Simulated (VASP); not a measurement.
# Ru (P6_3/mmc) in VASP: single point with PBE+D3(BJ)

Aim: the single point of Ru with PBE+D3(BJ).

All numbers are computed with VASP 6.6.1; they aren't measurements. Logs are shortened: lines on timing, memory, paths and dates and some standing lists are left out, and cuts for length are marked.

**1. The cell of the first run**

The structure is hexagonal, space group P6_3/mmc (No. 194). The conventional cell has a = 2.706 Å, b = 2.706 Å, c = 4.282 Å, α = 90.00°, β = 90.00°, γ = 120.00°. Within 3.5 Å of Ru (site symmetry -6m2) lie 12 Ru at 2.65 to 2.71 Å.

**2. Single point, PBE+D3(BJ)**

The input, INCAR:

```
SYSTEM = Ru
PREC = Accurate ; ENCUT = 500
EDIFF = 1E-6 ; ISMEAR = -1
SIGMA = 0.1 ; LREAL = .False.
LASPH = .True. ; NELM = 120
ALGO = Normal ; ISIF = 2
LWAVE = .False. ; LCHARG = .True.
GGA = PE ; IVDW = 12
LELF = .True. ; LVHAR = .True.
NBANDS = 21 ; GGA_COMPAT = .False.
```

The input, KPOINTS:

```
regular mesh
0
Gamma
  13 13 7
  0 0 0
```

The input, POSCAR:

```
Ru
1.0
    2.7058000000      0.0000000000      0.0000000000
   -1.3529000000      2.3432915376      0.0000000000
    0.0000000000      0.0000000000      4.2819000000
Ru
2
Direct
    0.3333333333      0.6666666667      0.2500000000
    0.6666666667      0.3333333333      0.7500000000
```

Potentials or basis: VASP PAW PBE potentials, release 64 (Ru_pv).

Launch:

```sh
$ cat potpaw_PBE.64/Ru_pv/POTCAR > POTCAR
$ mpirun -np 1 vasp_std > vasp.out
```

OUTCAR:

```text
SYSTEM = Ru
   PREC = Accurate
   ENCUT = 500
   EDIFF = 1E-6
   ISMEAR = -1
   LREAL = .False.
   LASPH = .True.
   NELM = 120
   ISIF = 2
   GGA = PE
   IVDW = 12
 IVDW          = 12

 ion  position               nearest neighbor table
   1  0.333  0.667  0.250-   2 2.65   2 2.65   2 2.65   2 2.65   2 2.65   2 2.65
   2  0.667  0.333  0.750-   1 2.65   1 2.65   1 2.65   1 2.65   1 2.65   1 2.65

  LATTYP: Found a hexagonal cell.
 ALAT       =     2.7058000000
 C/A-ratio  =     1.5824894671

  Lattice vectors:

 A1 = (   2.7058000000,   0.0000000000,   0.0000000000)
 A2 = (  -1.3529000000,   2.3432915376,   0.0000000000)
 A3 = (   0.0000000000,   0.0000000000,   4.2819000000)

Analysis of symmetry for initial positions (statically):
=====================================================================
 Subroutine PRICEL returns:
 Original cell was already a primitive cell.

 Routine SETGRP: Setting up the symmetry group for a
 hexagonal supercell.

 Subroutine GETGRP returns: Found 24 space group operations
 (whereof 12 operations were pure point group operations)
 out of a pool of 24 trial point group operations.

The static configuration has the point symmetry D_3d.
 The point group associated with its full space group is D_6h.

Analysis of symmetry for dynamics (positions and initial velocities):
=====================================================================
 Subroutine PRICEL returns:
 Original cell was already a primitive cell.

 Routine SETGRP: Setting up the symmetry group for a
 hexagonal supercell.

 Subroutine GETGRP returns: Found 24 space group operations
 (whereof 12 operations were pure point group operations)
 out of a pool of 24 trial point group operations.

The dynamic configuration has the point symmetry D_3d.
 The point group associated with its full space group is D_6h.

 Subroutine INISYM returns: Found 24 space group operations
 (whereof 12 operations are pure point group operations),
 and found     1 'primitive' translations

----------------------------------------------------------------------------------------

                                     Primitive cell

  volume of cell :      27.1493

  direct lattice vectors                    reciprocal lattice vectors
     2.705800000  0.000000000  0.000000000     0.369576465  0.213375072  0.000000000
    -1.352900000  2.343291538  0.000000000     0.000000000  0.426750144  0.000000000
     0.000000000  0.000000000  4.281900000     0.000000000  0.000000000  0.233541185

  length of vectors
     2.705800000  2.705800000  4.281900000     0.426750144  0.426750144  0.233541185

[... 79 lines left out ...]
   NELM   =    120;   NELMIN=  2; NELMDL= -5     # of ELM steps
   EDIFF  = 0.1E-05   stopping-criterion for ELM
   LREAL  =      F    real-space projection
   EDIFFG = 0.1E-04   stopping-criterion for IOM
   NSW    =      0    number of steps for IOM
   IBRION =     -1    ionic relax: 0-MD 1-quasi-New 2-CG
   NFREE  =      0    steps in history (QN), initial steepest desc. (CG)
   ISIF   =      2    stress and relaxation
   ISYM   =      2    0-nonsym 1-usesym 2-fastsym
   POTIM  = 0.5000    time-step for ionic-motion
   TEBEG  =    0.0;   TEEND  =   0.0 temperature during run
   PSTRESS=    0.0 pullay stress
   NELECT =      28.0000    total number of electrons
   NUPDOWN=      -1.0000    fix difference up-down
   EMIN   =  10.00;   EMAX   =-10.00  energy-range for DOS
   EFERMI =   0.00;   METHOD = LEGACY
   ISMEAR =    -1;   SIGMA  =   0.10  broadening in eV -4-tet -1-fermi 0-gaus
   EFERMI_NEDOS =   21; number of points for ismear=-14 and -15
   IALGO  =     38    algorithm
   IMIX   =      4    mixing-type and parameters
     AMIX     =   0.40;   BMIX     =  1.00
     AMIX_MAG =   1.60;   BMIX_MAG =  1.00
  volume/ion in A,a.u.               =      13.57        91.61
  Fermi-wavevector in a.u.,A,eV,Ry     =   1.654022  3.125649 37.222674  2.735789
  Thomas-Fermi vector in A             =   2.742361
   LORBIT       =      0    0 simple, 1 ext, 2 COOP (PROOUT), +10 PAW based schemes
   GGA     = PE    functional components
   LHFCALC =     F    Hartree Fock is set to
   AEXX    =    0.0000 exact exchange contribution
   IVDW    =    12    specifies the selected vdW correction
   LEPSILON=     F    determine dielectric tensor
   LRPA    =     F    only Hartree local field effects (RPA)
 non-spin polarized calculation
  energy-cutoff  :      500.00
  volume of cell :       27.15
 maximum number of plane-waves:       703
 NGX is ok and might be reduce to    20
   NGX =  9   NGY =  9   NGZ = 15

 number of electron      28.0000008 magnetization

 Free energy of the ion-electron system (eV)
  ---------------------------------------------------
  ext. energy  EPLUGINS =         0.00000000
  ---------------------------------------------------
  free energy    TOTEN  =       -18.48364841 eV

  energy without entropy =      -18.42459430  energy(sigma->0) =      -18.45412135

 E-fermi :  12.8771     XC(G=0): -14.1211

 val. band max:       12.8599276485   @ k =   0.2308   0.0000   0.2857
 cond. band min:      12.8778390932   @ k =   0.3846   0.0769   0.4286
 fundamental gap:      0.0179114448
 Fermi energy:        12.8770971407

 k-point     1 :       0.0000    0.0000    0.0000
  band No.  band energies     occupation
      1     -30.8049      2.00000
      2     -29.8741      2.00000
      3     -29.8741      2.00000
      4     -29.7039      2.00000
      5     -29.7039      2.00000
      6     -29.6611      2.00000
[... 565 lines left out ...]
     20      23.2624      0.00000
     21      24.1175      0.00000

 [... further k-points ...]

------------------------ aborting loop because EDIFF is reached ----------------------------------------

 Edisp (eV)   -1.24839

 E8    (eV) :    -0.5695

  FORCE on cell =-STRESS in cart. coord.  units (eV):
  Direction    XX          YY          ZZ          XY          YZ          ZX
  --------------------------------------------------------------------------------------
  -------------------------------------------------------------------------------------
  Total      -0.42126    -0.42126    -0.67450    -0.00000     0.00000     0.00000
  in kB     -24.86008   -24.86008   -39.80472    -0.00000     0.00000     0.00000
  external pressure =      -29.84 kB  Pullay stress =        0.00 kB

 VOLUME and BASIS-vectors are now :
 -----------------------------------------------------------------------------
  energy-cutoff  :      500.00
  volume of cell :       27.15
      direct lattice vectors                 reciprocal lattice vectors
     2.705800000  0.000000000  0.000000000     0.369576465  0.213375072  0.000000000
    -1.352900000  2.343291538  0.000000000     0.000000000  0.426750144  0.000000000
     0.000000000  0.000000000  4.281900000     0.000000000  0.000000000  0.233541185

 POSITION                                       TOTAL-FORCE (eV/Angst)
 -----------------------------------------------------------------------------------
     -0.00000      1.56219      1.07048         0.000000     -0.000000      0.000000
      1.35290      0.78110      3.21143        -0.000000      0.000000      0.000000
 -----------------------------------------------------------------------------------
    total drift:                               -0.000000      0.000000     -0.000000

  FREE ENERGIE OF THE ION-ELECTRON SYSTEM (eV)
  ---------------------------------------------------
  free  energy   TOTEN  =       -19.7320407810 eV

  energy  without entropy=      -19.6729866734  energy(sigma->0) =      -19.70251373
```

Wall time 46 s (1 thread of AMD EPYC 7R43 (Zen 3), shared host); peak memory 0.13 GiB.

What came out:

| Item | Value |
| --- | --- |
| Free energy | -19.7320 eV |
| Pressure | -3.0 GPa |
| Band gap on the k mesh | zero (bands 14 and 15 overlap by 2.99 eV) |
| Dispersion energy per atom | -0.624 eV |

Stress tensor (GPa, compression positive):
```
-2.49  0.00  0.00
 0.00 -2.49  0.00
 0.00  0.00 -3.98
```

Levels at points of the mesh, in eV from the Fermi level:
```csv
k point,band 12,band 13,band 14,band 15,band 16,band 17
"(0.00, 0.00, 0.00)",-1.95,-1.95,-1.42,-1.42,1.15,1.15
```
